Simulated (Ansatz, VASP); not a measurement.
**Two plane-wave programs on V2BN**

```xyz
4
Lattice="3.7778 0.0000 0.0000 0.0000 3.7778 0.0000 0.0000 0.0000 2.9355" Properties=species:S:1:pos:R:3 pbc="T T T"
V     1.8889    0.0000    0.0000
V     0.0000    1.8889    0.0000
B     1.8889    1.8889    1.4678
N     0.0000    0.0000    0.0000
```

Alike in both runs: functional PBE; k mesh 12 × 12 × 16; occupations gaussian, width 0.1 eV; no spin polarisation.

Ansatz relaxed the structure, and its values are those at the end. VASP's run is a single point on that final structure, the one shown.

|  | VASP | Ansatz |
| --- | --- | --- |
| version | VASP 6.6.1 | Ansatz 0.2.0 |
| potentials or method | VASP PAW PBE potentials, release 64 (V_sv, B, N), cutoff 520 eV | scalar-relativistic, plane waves, PAW |
| valence electrons in the cell | 34 | 34 |

```csv
,VASP,Ansatz,Ansatz less VASP
gap on the k mesh at the Fermi level (eV),none,none,-
pressure (GPa),0.5,0.0,-0.51
```

A gap of «none» marks a metal or a gap that the smearing closes.
